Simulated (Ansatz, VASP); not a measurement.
# Two plane-wave programs on As

The input INCAR:

```
PREC = Accurate
ENCUT = 520
EDIFF = 1E-7
ISMEAR = -1
SIGMA = 0.1
LREAL = F
LASPH = T
NELM = 60
ALGO = Normal
ISIF = 2
LWAVE = F
LCHARG = F
GGA = RP
NBANDS = 12
```

File KPOINTS:

```
Automatic mesh
0
Gamma
  17 17 17
```

The input POSCAR:

```
As
1.0
    1.7736521938      1.0240185716      6.7354508298
   -1.7736521938      1.0240185716      6.7354508298
    0.0000000000     -2.0480371430      6.7354508298
As
2
Direct
    0.7999022461      0.7999022461      0.7999022461
    0.2000977539      0.2000977539      0.2000977539
```

Input for Ansatz:

```yaml
crystal:
  lattice:
    - [1.7736521938, 1.0240185716, 6.7354508298]
    - [-1.7736521938, 1.0240185716, 6.7354508298]
    - [0.0, -2.048037143, 6.7354508298]
  atoms:
    - { symbol: As, position: [0.7999022461, 0.7999022461, 0.7999022461] }
    - { symbol: As, position: [0.2000977539, 0.2000977539, 0.2000977539] }
hamiltonian:
  xc: rpbe
  pseudopotentials:
    kind: paw
    azcp:
      As: "pseudopotentials/As.paw.azcp"
basis:
  ecutwfc: 420
  fft_grid_basis: typed
kpoints:
  mp_grid: { grid: [17, 17, 17], shift: [0, 0, 0] }
magnetization:
  spin_polarized: false
scf:
  occupations: { method: fermi_dirac, width: 0.1 }
output:
  stress: true
```

Alike in both runs: task single point; functional RPBE; k mesh 17 × 17 × 17; occupations fermi-dirac, width 0.1 eV; no spin polarisation.

|  | VASP | Ansatz |
| --- | --- | --- |
| version | VASP 6.6.1 | Ansatz 0.2.0 |
| potentials or method | VASP PAW PBE potentials, release 64 (As), cutoff 520 eV | plane waves (420 eV) with PAW, scalar-relativistic |
| valence electrons in the cell | 10 | 30 |

```csv
,VASP,Ansatz,Ansatz less VASP
pressure (GPa),3.6,3.3,-0.23
"traceless stress, the component that is largest in VASP (GPa)",-0.60,-0.66,-0.066
```

VASP's potentials were made for PBE, not for RPBE. VASP's potentials hold 10 valence electrons a cell and Ansatz's 30, so a difference there can come from the potentials and not from the codes.
